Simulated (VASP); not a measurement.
# LiCl (P6_3/mmc) in VASP: further runs

LiCl is run at these levels: r2SCAN; tasks: single point.

All numbers are computed with VASP 6.6.1; they aren't measurements. Logs are shortened: lines on timing, memory, paths and dates and some standing lists are left out, and cuts for length are marked.

**1. The cell of the first run**

It takes space group P6_3/mmc (No. 194, hexagonal). Conventional cell: a = 3.502 Å, b = 3.502 Å, c = 5.901 Å, α = 90.00°, β = 90.00°, γ = 120.00°. Within 3.3 Å of Li (site symmetry -3m) lie 6 Cl at 2.50 Å and 2 Li at 2.95 Å. Cl (site symmetry -6m2) has 6 Li at 2.50 Å within 3.3 Å.

**2. Single point, r2SCAN (volume changed by -6%)**

File POSCAR:

```
LiCl
1.0
    3.5019700077      0.0000000000      0.0000000000
   -1.7509850039      3.0327949900      0.0000000000
    0.0000000000      0.0000000000      5.9011071000
Li Cl
2 2
Direct
    0.0000000000      0.0000000000      0.0000000000
    0.0000000000      0.0000000000      0.5000000000
    0.3333333333      0.6666666667      0.2500000000
    0.6666666667      0.3333333333      0.7500000000
```

File INCAR.step1:

```
PREC     = Accurate       # precision mode
ENCUT    = 520            # plane-wave cutoff, eV
ISMEAR   = 0              # smearing method
SIGMA    = 0.01           # smearing width, eV
LREAL    = False          # projectors in reciprocal space
LASPH    = True           # aspherical terms in the spheres
NELM     = 80             # most SCF steps
NBANDS   = 18             # bands
GGA      = PE             # functional
ALGO     = Normal         # electronic algorithm
EDIFF    = 1E-4           # SCF threshold, eV
LWAVE    = True           # write WAVECAR
LCHARG   = False          # write CHGCAR
```

File INCAR.step2:

```
PREC     = Accurate       # precision mode
ENCUT    = 520            # plane-wave cutoff, eV
EDIFF    = 1E-6           # SCF threshold, eV
ISMEAR   = 0              # smearing method
SIGMA    = 0.01           # smearing width, eV
LREAL    = False          # projectors in reciprocal space
LASPH    = True           # aspherical terms in the spheres
NELM     = 80             # most SCF steps
ALGO     = Normal         # electronic algorithm
ISIF     = 2              # what is computed and relaxed
LWAVE    = False          # write WAVECAR
LCHARG   = False          # write CHGCAR
METAGGA  = R2SCAN         # meta-GGA
LMIXTAU  = True         
NBANDS   = 18             # bands
ISTART   = 1
```

File KPOINTS:

```
regular mesh
0
Gamma
  6 6 4
```

Potentials or basis: VASP PAW PBE potentials, release 64 (Li_sv, Cl).

On the command line:

```console
cat potpaw_PBE.64/Li_sv/POTCAR potpaw_PBE.64/Cl/POTCAR > POTCAR
cp INCAR.step1 INCAR
mpirun -np 1 vasp_std > vasp.out
cp INCAR.step2 INCAR
mpirun -np 1 vasp_std > vasp.out
```

OUTCAR:

```text
PREC = Accurate
   ENCUT = 520
   EDIFF = 1E-6
   ISMEAR = 0
   LREAL = False
   LASPH = True
   NELM = 80
   ISIF = 2
   METAGGA = R2SCAN
   ISTART = 1

 ion  position               nearest neighbor table
   1  0.000  0.000  0.000-   3 2.50   4 2.50   4 2.50   3 2.50   4 2.50   3 2.50
   2  0.000  0.000  0.500-   3 2.50   4 2.50   4 2.50   3 2.50   4 2.50   3 2.50
   3  0.333  0.667  0.250-   1 2.50   2 2.50   1 2.50   2 2.50   1 2.50   2 2.50
   4  0.667  0.333  0.750-   1 2.50   2 2.50   1 2.50   2 2.50   1 2.50   2 2.50

  LATTYP: Found a hexagonal cell.
 ALAT       =     3.5019700077
 C/A-ratio  =     1.6850821358

  Lattice vectors:

 A1 = (   3.5019700077,   0.0000000000,   0.0000000000)
 A2 = (  -1.7509850039,   3.0327949900,   0.0000000000)
 A3 = (   0.0000000000,   0.0000000000,   5.9011071000)

Analysis of symmetry for initial positions (statically):
=====================================================================
 Subroutine PRICEL returns:
 Original cell was already a primitive cell.

 Routine SETGRP: Setting up the symmetry group for a
 hexagonal supercell.

 Subroutine GETGRP returns: Found 24 space group operations
 (whereof 12 operations were pure point group operations)
 out of a pool of 24 trial point group operations.

The static configuration has the point symmetry D_3d.
 The point group associated with its full space group is D_6h.

Analysis of symmetry for dynamics (positions and initial velocities):
=====================================================================
 Subroutine PRICEL returns:
 Original cell was already a primitive cell.

 Routine SETGRP: Setting up the symmetry group for a
 hexagonal supercell.

 Subroutine GETGRP returns: Found 24 space group operations
 (whereof 12 operations were pure point group operations)
 out of a pool of 24 trial point group operations.

The dynamic configuration has the point symmetry D_3d.
 The point group associated with its full space group is D_6h.

 Subroutine INISYM returns: Found 24 space group operations
 (whereof 12 operations are pure point group operations),
 and found     1 'primitive' translations

----------------------------------------------------------------------------------------

                                     Primitive cell

  volume of cell :      62.6742

  direct lattice vectors                    reciprocal lattice vectors
     3.501970008  0.000000000  0.000000000     0.285553559  0.164864424  0.000000000
    -1.750985004  3.032794990  0.000000000     0.000000000  0.329728849  0.000000000
     0.000000000  0.000000000  5.901107100     0.000000000  0.000000000  0.169459727

  length of vectors
     3.501970008  3.501970008  5.901107100     0.329728849  0.329728849  0.169459727

  position of ions in fractional coordinates (direct lattice)
     0.000000000  0.000000000  0.000000000
     0.000000000  0.000000000  0.500000000
     0.333333333  0.666666667  0.250000000
     0.666666667  0.333333333  0.750000000

  ion indices of the primitive-cell ions
   primitive index   ion index
                 1           1
                 2           2
                 3           3
                 4           4

----------------------------------------------------------------------------------------

 KPOINTS: regular mesh

Automatic generation of k-mesh.
 Grid dimensions read from file:
 generate k-points for:    6    6    4

 Generating k-lattice:

  Cartesian coordinates                     Fractional coordinates (reciprocal lattice)
     0.047592260  0.027477404  0.000000000     0.166666667  0.000000000  0.000000000
     0.000000000  0.054954808  0.000000000     0.000000000  0.166666667  0.000000000
     0.000000000  0.000000000  0.042364932     0.000000000  0.000000000  0.250000000

  Length of vectors
     0.054954808  0.054954808  0.042364932

  Shift w.r.t. Gamma in fractional coordinates (k-lattice)
     0.000000000  0.000000000  0.000000000

 Subroutine IBZKPT returns following result:
 ===========================================

 Found     21 irreducible k-points:

 Following reciprocal coordinates:
            Coordinates               Weight
  0.000000  0.000000  0.000000      1.000000
  0.166667  0.000000  0.000000      6.000000
  0.333333  0.000000  0.000000      6.000000
  0.500000  0.000000  0.000000      3.000000
  0.166667  0.166667  0.000000      6.000000
  0.333333  0.166667  0.000000     12.000000
[... 13 lines left out ...]
  0.333333  0.166667  0.500000     12.000000
  0.333333  0.333333  0.500000      2.000000
   k-points           NKPTS =     21   k-points in BZ     NKDIM =     21   number of bands    NBANDS=     18
   number of dos      NEDOS =    301   number of ions     NIONS =      4
   total plane-waves  NPLWV =  37632
   dimension x,y,z NGX =    28 NGY =   28 NGZ =   48
   dimension x,y,z NGXF=    56 NGYF=   56 NGZF=   96
   ions per type =               2   2
   NGX,Y,Z   is equivalent  to a cutoff of  13.29, 13.29, 13.52 a.u.
   NGXF,Y,Z  is equivalent  to a cutoff of  26.58, 26.58, 27.05 a.u.
 SYSTEM =  unknown system
   PREC   = accura    normal or accurate (medium, high low for compatibility)
   ISTART =      1    job   : 0-new  1-cont  2-samecut
   ICHARG =      0    charge: 1-file 2-atom 10-const
   ISPIN  =      1    spin polarized calculation?
   LNONCOLLINEAR =      F non collinear calculations
   LSORBIT =      F    spin-orbit coupling
   LASPH  =      T    aspherical Exc in radial PAW
   ENCUT  =  520.0 eV  38.22 Ry    6.18 a.u.   6.51  6.51 10.97*2*pi/ulx,y,z
   NELM   =     80;   NELMIN=  2; NELMDL=  0     # of ELM steps
   EDIFF  = 0.1E-05   stopping-criterion for ELM
   LREAL  =      F    real-space projection
   EDIFFG = 0.1E-04   stopping-criterion for IOM
   NSW    =      0    number of steps for IOM
   IBRION =     -1    ionic relax: 0-MD 1-quasi-New 2-CG
   NFREE  =      0    steps in history (QN), initial steepest desc. (CG)
   ISIF   =      2    stress and relaxation
   ISYM   =      2    0-nonsym 1-usesym 2-fastsym
   POTIM  = 0.5000    time-step for ionic-motion
   TEBEG  =    0.0;   TEEND  =   0.0 temperature during run
   PSTRESS=    0.0 pullay stress
   NELECT =      20.0000    total number of electrons
   NUPDOWN=      -1.0000    fix difference up-down
   EMIN   =  10.00;   EMAX   =-10.00  energy-range for DOS
   EFERMI =   0.00;   METHOD = LEGACY
   ISMEAR =     0;   SIGMA  =   0.01  broadening in eV -4-tet -1-fermi 0-gaus
   EFERMI_NEDOS =   21; number of points for ismear=-14 and -15
   IALGO  =     38    algorithm
   IMIX   =      4    mixing-type and parameters
     AMIX     =   0.40;   BMIX     =  1.00
     AMIX_MAG =   1.60;   BMIX_MAG =  1.00
  volume/ion in A,a.u.               =      15.67       105.74
  Fermi-wavevector in a.u.,A,eV,Ry     =   1.118721  2.114076 17.028194  1.251537
  Thomas-Fermi vector in A             =   2.255354
   LORBIT       =      0    0 simple, 1 ext, 2 COOP (PROOUT), +10 PAW based schemes
   METAGGA = R2SCAN    functional components
   LHFCALC =     F    Hartree Fock is set to
   AEXX    =    0.0000 exact exchange contribution
   IVDW    =     0    specifies the selected vdW correction
   LEPSILON=     F    determine dielectric tensor
   LRPA    =     F    only Hartree local field effects (RPA)
 non-spin polarized calculation
 Gauss-broadening in eV      SIGMA  =   0.01
  energy-cutoff  :      520.00
  volume of cell :       62.67
 maximum number of plane-waves:      1714
 NGX is ok and might be reduce to    28
   NGX = 13   NGY = 13   NGZ = 21

 number of electron      20.0000008 magnetization

 Free energy of the ion-electron system (eV)
  ---------------------------------------------------
  ext. energy  EPLUGINS =         0.00000000
  ---------------------------------------------------
  free energy    TOTEN  =       -25.08905876 eV

  energy without entropy =      -25.08905876  energy(sigma->0) =      -25.08905876

 E-fermi :   1.0135     XC(G=0):  -9.5053

 val. band max:        0.8259156392   @ k =   0.0000   0.0000   0.0000
 cond. band min:       8.4942427926   @ k =   0.0000   0.0000   0.0000
 fundamental gap:      7.6683271534
 Fermi energy:         1.0134896792

 k-point     1 :       0.0000    0.0000    0.0000
  band No.  band energies     occupation
      1     -43.9934      2.00000
      2     -43.9837      2.00000
      3     -13.4947      2.00000
      4     -12.8780      2.00000
      5      -2.4047      2.00000
      6       0.5758      2.00000
[... 10 lines left out ...]
     17      14.2634      0.00000
     18      14.6244      0.00000

 k-point     2 :       0.1667    0.0000    0.0000
  band No.  band energies     occupation
      1     -43.9926      2.00000
      2     -43.9830      2.00000
      3     -13.3484      2.00000
      4     -12.7728      2.00000
      5      -2.2186      2.00000
      6      -0.3731      2.00000
[... 10 lines left out ...]
     17      12.8976      0.00000
     18      14.1069      0.00000

 k-point     3 :       0.3333    0.0000    0.0000
  band No.  band energies     occupation
      1     -43.9910      2.00000
      2     -43.9818      2.00000
      3     -13.0064      2.00000
      4     -12.5744      2.00000
      5      -1.7240      2.00000
      6      -1.6998      2.00000
[... 10 lines left out ...]
     17      13.6071      0.00000
     18      15.0136      0.00000

 k-point     4 :       0.5000    0.0000    0.0000
  band No.  band energies     occupation
      1     -43.9902      2.00000
      2     -43.9812      2.00000
      3     -12.7871      2.00000
      4     -12.5020      2.00000
      5      -2.1593      2.00000
      6      -2.0187      2.00000
[... 312 lines left out ...]
      4     -12.8705      2.00000
      5      -1.5080      2.00000
      6      -1.5080      2.00000
[... 10 lines left out ...]
     17      13.8372      0.00000
     18      13.8372      0.00000

 k-point    20 :       0.3333    0.1667    0.5000
  band No.  band energies     occupation
      1     -43.9857      2.00000
      2     -43.9857      2.00000
      3     -12.6470      2.00000
      4     -12.6470      2.00000
      5      -2.1502      2.00000
      6      -2.1502      2.00000
[... 10 lines left out ...]
     17      14.2699      0.00000
     18      14.2699      0.00000

 k-point    21 :       0.3333    0.3333    0.5000
  band No.  band energies     occupation
      1     -43.9854      2.00000
      2     -43.9854      2.00000
      3     -12.5692      2.00000
      4     -12.5692      2.00000
      5      -1.9860      2.00000
      6      -1.9860      2.00000
[... 10 lines left out ...]
     17      13.5513      0.00000
     18      13.5513      0.00000

------------------------ aborting loop because EDIFF is reached ----------------------------------------

  FORCE on cell =-STRESS in cart. coord.  units (eV):
  Direction    XX          YY          ZZ          XY          YZ          ZX
  --------------------------------------------------------------------------------------
  -------------------------------------------------------------------------------------
  Total        0.7278752      0.7278752      0.8128716     -0.0000000      0.0000000     -0.0000000
  in kB       18.6070932     18.6070932     20.7799063     -0.0000000      0.0000000     -0.0000000
  external PRESSURE =      19.3313642 kB  Pullay stress =       0.0000000 kB

 VOLUME and BASIS-vectors are now :
 -----------------------------------------------------------------------------
  energy-cutoff  :      520.00
  volume of cell :       62.67
      direct lattice vectors                 reciprocal lattice vectors
     3.501970008  0.000000000  0.000000000     0.285553559  0.164864424  0.000000000
    -1.750985004  3.032794990  0.000000000     0.000000000  0.329728849  0.000000000
     0.000000000  0.000000000  5.901107100     0.000000000  0.000000000  0.169459727

 POSITION                                       TOTAL-FORCE (eV/Angst)
 -----------------------------------------------------------------------------------
      0.00000      0.00000      0.00000         0.000000      0.000000      0.000000
      0.00000      0.00000      2.95055         0.000000      0.000000      0.000000
     -0.00000      2.02186      1.47528        -0.000000      0.000000     -0.000000
      1.75099      1.01093      4.42583         0.000000     -0.000000     -0.000000
 -----------------------------------------------------------------------------------
    total drift:                                0.000000     -0.000000     -0.000000

  FREE ENERGIE OF THE ION-ELECTRON SYSTEM (eV)
  ---------------------------------------------------
  free  energy   TOTEN  =       -25.0890587559 eV

  energy  without entropy=      -25.0890587559  energy(sigma->0) =      -25.08905876
```

Wall time 56 s (1 thread of Intel Xeon Platinum 8559C (Emerald Rapids), shared host); peak memory 0.18 GiB.

What came out:

```
Free energy            : -25.0891 eV
Band gap on the k mesh : 7.67 eV, direct
```

Caveat: the cutoff is under 1.25 times the usual one of these potentials, so pressure, stress and relaxed cells hold a basis-set (Pulay) error; the PAW data sets were made with another functional, which shifts forces and pressure a little. A k mesh can miss the band edges.

(Part 1 of 2 ends here.)
